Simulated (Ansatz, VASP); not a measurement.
## Pd: VASP beside Ansatz

```
Pd
1.0
    -1.57228    1.57228    1.57228
     1.57228   -1.57228    1.57228
     1.57228    1.57228   -1.57228
Pd
1
Direct
  0.00000 0.00000 0.00000
```

Alike in both runs: task relaxation of cell and atoms; functional PBEsol; k mesh 12 × 12 × 12; occupations fermi-dirac, width 0.05 eV; no spin polarisation.

|  | VASP | Ansatz |
| --- | --- | --- |
| version | VASP 6.6.1 | Ansatz 0.2.0 |
| potentials or method | VASP PAW PBE potentials, release 64 (Pd), cutoff 600 eV | all-electron LAPW, scalar-relativistic |

|  | VASP | Ansatz | Ansatz less VASP |
| --- | --- | --- | --- |
| relaxed volume (Å³/atom) | 14.64 | 14.66 | +0.022 |
| relaxed cell length with the largest relative difference (Å) | 2.669 | 2.670 | +0.0014 |

VASP's potentials were made for PBE, not for PBEsol. Ansatz ran all-electron here, and VASP with PAW potentials.
